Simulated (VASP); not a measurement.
# ZrC (P4mm) in VASP: single point with PBE

Aim: the single point of ZrC with PBE.

All numbers are computed with VASP 6.6.1; they aren't measurements. Logs are shortened: lines on timing, memory, paths and dates and some standing lists are left out, and cuts for length are marked.

**1. The cell of the first run**

Symmetry: P4mm, No. 99, tetragonal system. The conventional cell has a = 2.893 Å, b = 2.893 Å, c = 3.767 Å, α = 90.00°, β = 90.00°, γ = 90.00°. Zr (site symmetry 4mm) has 8 C at 2.77 to 2.79 Å and 4 Zr at 2.89 Å within 3.7 Å. Within 3.7 Å of C (site symmetry 4mm) lie 8 Zr at 2.77 to 2.79 Å and 4 C at 2.89 Å.

**2. Single point, PBE**

INCAR

```
  PREC = Accurate
  ENCUT = 520
  EDIFF = 1E-6
  ISMEAR = 0
  SIGMA = 0.1
  LREAL = False
  LASPH = True
  NELM = 60
  ALGO = Normal
  ISIF = 2
  LWAVE = False
  LCHARG = False
  GGA = PE
  NBANDS = 15
```

KPOINTS

```
Automatic mesh
0
Gamma
  6 6 4
```

POSCAR

```
ZrC
1.0
    2.8933611600      0.0000000000      0.0000000000
    0.0000000000      2.8933611600      0.0000000000
    0.0000000000      0.0000000000      3.7673676200
Zr C
1 1
Direct
    0.5000000000      0.5000000000      0.0410524000
    0.0000000000      0.0000000000      0.5374312000
```

Potentials or basis: VASP PAW PBE potentials, release 64 (Zr_sv, C).

Launch:

```sh
cat potpaw_PBE.64/Zr_sv/POTCAR potpaw_PBE.64/C/POTCAR > POTCAR
mpirun -np 1 vasp_std > vasp.out
```

OUTCAR:

```text
PREC = Accurate
   ENCUT = 520
   EDIFF = 1E-6
   ISMEAR = 0
   LREAL = False
   LASPH = True
   NELM = 60
   ISIF = 2
   GGA = PE

 ion  position               nearest neighbor table
   1  0.500  0.500  0.041-   2 2.77   2 2.77   2 2.77   2 2.77   2 2.79   2 2.79   2 2.79   2 2.79

   2  0.000  0.000  0.537-   1 2.77   1 2.77   1 2.77   1 2.77   1 2.79   1 2.79   1 2.79   1 2.79

  LATTYP: Found a simple tetragonal cell.
 ALAT       =     2.8933611600
 C/A-ratio  =     1.3020730602

  Lattice vectors:

 A1 = (   2.8933611600,   0.0000000000,   0.0000000000)
 A2 = (   0.0000000000,   2.8933611600,   0.0000000000)
 A3 = (   0.0000000000,   0.0000000000,   3.7673676200)

Analysis of symmetry for initial positions (statically):
=====================================================================
 Subroutine PRICEL returns:
 Original cell was already a primitive cell.

 Routine SETGRP: Setting up the symmetry group for a
 simple tetragonal supercell.

 Subroutine GETGRP returns: Found  8 space group operations
 (whereof  8 operations were pure point group operations)
 out of a pool of 16 trial point group operations.

The static configuration has the point symmetry C_4v.

Analysis of symmetry for dynamics (positions and initial velocities):
=====================================================================
 Subroutine PRICEL returns:
 Original cell was already a primitive cell.

 Routine SETGRP: Setting up the symmetry group for a
 simple tetragonal supercell.

 Subroutine GETGRP returns: Found  8 space group operations
 (whereof  8 operations were pure point group operations)
 out of a pool of 16 trial point group operations.

The dynamic configuration has the point symmetry C_4v.

 Subroutine INISYM returns: Found  8 space group operations
 (whereof  8 operations are pure point group operations),
 and found     1 'primitive' translations

----------------------------------------------------------------------------------------

                                     Primitive cell

  volume of cell :      31.5387

  direct lattice vectors                    reciprocal lattice vectors
     2.893361160  0.000000000  0.000000000     0.345618796  0.000000000  0.000000000
     0.000000000  2.893361160  0.000000000     0.000000000  0.345618796  0.000000000
     0.000000000  0.000000000  3.767367620     0.000000000  0.000000000  0.265437329

  length of vectors
     2.893361160  2.893361160  3.767367620     0.345618796  0.345618796  0.265437329

  position of ions in fractional coordinates (direct lattice)
     0.500000000  0.500000000  0.041052400
     0.000000000  0.000000000  0.537431200

  ion indices of the primitive-cell ions
   primitive index   ion index
                 1           1
                 2           2

----------------------------------------------------------------------------------------

 KPOINTS: Automatic mesh

Automatic generation of k-mesh.
 Grid dimensions read from file:
 generate k-points for:    6    6    4

 Generating k-lattice:

  Cartesian coordinates                     Fractional coordinates (reciprocal lattice)
     0.057603133  0.000000000  0.000000000     0.166666667  0.000000000  0.000000000
     0.000000000  0.057603133  0.000000000     0.000000000  0.166666667  0.000000000
     0.000000000  0.000000000  0.066359332     0.000000000  0.000000000  0.250000000

  Length of vectors
     0.057603133  0.057603133  0.066359332

  Shift w.r.t. Gamma in fractional coordinates (k-lattice)
     0.000000000  0.000000000  0.000000000

 Subroutine IBZKPT returns following result:
 ===========================================

 Found     30 irreducible k-points:

 Following reciprocal coordinates:
            Coordinates               Weight
  0.000000  0.000000  0.000000      1.000000
  0.166667  0.000000  0.000000      4.000000
  0.333333  0.000000  0.000000      4.000000
  0.500000  0.000000  0.000000      2.000000
  0.166667  0.166667  0.000000      4.000000
  0.333333  0.166667  0.000000      8.000000
[... 16 lines left out ...]
  0.333333  0.000000  0.500000      4.000000
  0.500000  0.000000  0.500000      2.000000
 [... further k-points ...]
   k-points           NKPTS =     30   k-points in BZ     NKDIM =     30   number of bands    NBANDS=     15
   number of dos      NEDOS =    301   number of ions     NIONS =      2
   total plane-waves  NPLWV =  16128
   dimension x,y,z NGX =    24 NGY =   24 NGZ =   28
   dimension x,y,z NGXF=    48 NGYF=   48 NGZF=   56
   ions per type =               1   1
   NGX,Y,Z   is equivalent  to a cutoff of  13.79, 13.79, 12.36 a.u.
   NGXF,Y,Z  is equivalent  to a cutoff of  27.58, 27.58, 24.71 a.u.
 SYSTEM =  unknown system
   PREC   = accura    normal or accurate (medium, high low for compatibility)
   ISTART =      0    job   : 0-new  1-cont  2-samecut
   ICHARG =      2    charge: 1-file 2-atom 10-const
   ISPIN  =      1    spin polarized calculation?
   LNONCOLLINEAR =      F non collinear calculations
   LSORBIT =      F    spin-orbit coupling
   LASPH  =      T    aspherical Exc in radial PAW
   ENCUT  =  520.0 eV  38.22 Ry    6.18 a.u.   5.38  5.38  7.00*2*pi/ulx,y,z
   NELM   =     60;   NELMIN=  2; NELMDL= -5     # of ELM steps
   EDIFF  = 0.1E-05   stopping-criterion for ELM
   LREAL  =      F    real-space projection
   EDIFFG = 0.1E-04   stopping-criterion for IOM
   NSW    =      0    number of steps for IOM
   IBRION =     -1    ionic relax: 0-MD 1-quasi-New 2-CG
   NFREE  =      0    steps in history (QN), initial steepest desc. (CG)
   ISIF   =      2    stress and relaxation
   ISYM   =      2    0-nonsym 1-usesym 2-fastsym
   POTIM  = 0.5000    time-step for ionic-motion
   TEBEG  =    0.0;   TEEND  =   0.0 temperature during run
   PSTRESS=    0.0 pullay stress
   NELECT =      16.0000    total number of electrons
   NUPDOWN=      -1.0000    fix difference up-down
   EMIN   =  10.00;   EMAX   =-10.00  energy-range for DOS
   EFERMI =   0.00;   METHOD = LEGACY
   ISMEAR =     0;   SIGMA  =   0.10  broadening in eV -4-tet -1-fermi 0-gaus
   EFERMI_NEDOS =   21; number of points for ismear=-14 and -15
   IALGO  =     38    algorithm
   IMIX   =      4    mixing-type and parameters
     AMIX     =   0.40;   BMIX     =  1.00
     AMIX_MAG =   1.60;   BMIX_MAG =  1.00
  volume/ion in A,a.u.               =      15.77       106.42
  Fermi-wavevector in a.u.,A,eV,Ry     =   1.305671  2.467360 23.194893  1.704777
  Thomas-Fermi vector in A             =   2.436524
   LORBIT       =      0    0 simple, 1 ext, 2 COOP (PROOUT), +10 PAW based schemes
   GGA     = PE    functional components
   LHFCALC =     F    Hartree Fock is set to
   AEXX    =    0.0000 exact exchange contribution
   IVDW    =     0    specifies the selected vdW correction
   LEPSILON=     F    determine dielectric tensor
   LRPA    =     F    only Hartree local field effects (RPA)
 non-spin polarized calculation
 Gauss-broadening in eV      SIGMA  =   0.10
  energy-cutoff  :      520.00
  volume of cell :       31.54
 maximum number of plane-waves:       860
 NGX is ok and might be reduce to    24
   NGX = 11   NGY = 11   NGZ = 15

 number of electron      15.9999999 magnetization

 Free energy of the ion-electron system (eV)
  ---------------------------------------------------
  ext. energy  EPLUGINS =         0.00000000
  ---------------------------------------------------
  free energy    TOTEN  =       -15.72063709 eV

  energy without entropy =      -15.70322524  energy(sigma->0) =      -15.71193116

 E-fermi :   8.0855     XC(G=0): -11.2824

 val. band max:        8.0808980518   @ k =   0.1667   0.1667   0.0000
 cond. band min:       8.1333396552   @ k =   0.5000   0.1667   0.0000
 fundamental gap:      0.0524416034
 Fermi energy:         8.0854780762

 k-point     1 :       0.0000    0.0000    0.0000
  band No.  band energies     occupation
      1     -41.3124      2.00000
      2     -19.2580      2.00000
      3     -18.6828      2.00000
      4     -18.6828      2.00000
      5      -3.2316      2.00000
      6       5.8209      2.00000
      7       6.0349      2.00000
      8       6.7304      2.00000
      9       9.5963      0.00000
     10       9.5963      0.00000
     11      11.7091      0.00000
     12      11.7091      0.00000
     13      12.7316      0.00000
     14      13.1646      0.00000
     15      22.5484      0.00000

 k-point     2 :       0.1667    0.0000    0.0000
  band No.  band energies     occupation
      1     -41.2757      2.00000
      2     -19.2205      2.00000
      3     -19.0111      2.00000
      4     -18.6543      2.00000
      5      -2.8125      2.00000
      6       6.0764      2.00000
      7       6.2362      2.00000
      8       6.4228      2.00000
      9       8.6526      0.00000
     10       9.4174      0.00000
     11      11.8396      0.00000
     12      11.9550      0.00000
     13      12.8003      0.00000
     14      13.7045      0.00000
     15      20.9018      0.00000

 k-point     3 :       0.3333    0.0000    0.0000
  band No.  band energies     occupation
      1     -41.2014      2.00000
      2     -19.6259      2.00000
      3     -19.1442      2.00000
      4     -18.5967      2.00000
      5      -1.7657      2.00000
      6       4.4546      2.00000
      7       5.3594      2.00000
      8       6.8130      2.00000
      9       8.8892      0.00000
     10      10.8789      0.00000
     11      12.1186      0.00000
     12      12.5493      0.00000
     13      12.7405      0.00000
     14      14.5288      0.00000
     15      18.8070      0.00000
[... 343 lines left out ...]
 k-point    23 :       0.3333    0.0000    0.5000
  band No.  band energies     occupation
      1     -41.1955      2.00000
      2     -19.6053      2.00000
      3     -19.2589      2.00000
      4     -18.5905      2.00000
      5      -1.6789      2.00000
      6       4.6503      2.00000
      7       5.6197      2.00000
      8       7.2988      2.00000
      9       9.4473      0.00000
     10      10.8022      0.00000
     11      11.0263      0.00000
     12      11.1520      0.00000
     13      12.5395      0.00000
     14      15.4629      0.00000
     15      19.5916      0.00000

 k-point    24 :       0.5000    0.0000    0.5000
  band No.  band energies     occupation
      1     -41.1580      2.00000
      2     -19.8919      2.00000
      3     -19.2121      2.00000
      4     -18.5620      2.00000
      5      -1.5291      2.00000
      6       4.9648      2.00000
      7       5.9814      2.00000
      8       6.6192      2.00000
      9      10.1824      0.00000
     10      10.2820      0.00000
     11      10.5117      0.00000
     12      11.6688      0.00000
     13      11.7618      0.00000
     14      17.6383      0.00000
     15      17.7516      0.00000

 [... further k-points ...]

------------------------ aborting loop because EDIFF is reached ----------------------------------------

  FORCE on cell =-STRESS in cart. coord.  units (eV):
  Direction    XX          YY          ZZ          XY          YZ          ZX
  --------------------------------------------------------------------------------------
  -------------------------------------------------------------------------------------
  Total       -1.8738378     -1.8738378    -10.5855562      0.0000000      0.0000000      0.0000000
  in kB      -95.1917414    -95.1917414   -537.7506834      0.0000000      0.0000000      0.0000000
  external PRESSURE =    -242.7113887 kB  Pullay stress =       0.0000000 kB

 VOLUME and BASIS-vectors are now :
 -----------------------------------------------------------------------------
  energy-cutoff  :      520.00
  volume of cell :       31.54
      direct lattice vectors                 reciprocal lattice vectors
     2.893361160  0.000000000  0.000000000     0.345618796  0.000000000  0.000000000
     0.000000000  2.893361160  0.000000000     0.000000000  0.345618796  0.000000000
     0.000000000  0.000000000  3.767367620     0.000000000  0.000000000  0.265437329

 POSITION                                       TOTAL-FORCE (eV/Angst)
 -----------------------------------------------------------------------------------
      1.44668      1.44668      0.15466         0.000000     -0.000000      0.019351
      0.00000      0.00000      2.02470         0.000000      0.000000     -0.019351
 -----------------------------------------------------------------------------------
    total drift:                                0.000000      0.000000      0.000032

  FREE ENERGIE OF THE ION-ELECTRON SYSTEM (eV)
  ---------------------------------------------------
  free  energy   TOTEN  =       -15.7206370893 eV

  energy  without entropy=      -15.7032252392  energy(sigma->0) =      -15.71193116
```

Run time: 8.3 s. Hardware: 1 thread of Intel Xeon Platinum 8559C (Emerald Rapids), shared host; peak memory 0.14 GiB.

What came out:

```
Free energy            : -15.7206 eV
Pressure               : -24.3 GPa
Largest force          : 0.019 eV/Å
Band gap on the k mesh : zero (band 8 reaches 8.29 eV, above the bottom of band 9 at 7.95 eV)
```

Forces in eV/Å, atoms in the order of the input:
```
Zr   0.000  0.000  0.019
C    0.000  0.000 -0.019
```

Stress tensor (GPa, compression positive):
```
 -9.52   0.00   0.00
  0.00  -9.52   0.00
  0.00   0.00 -53.78
```

Caveat: the k points lie up to 0.42 Å⁻¹ apart.
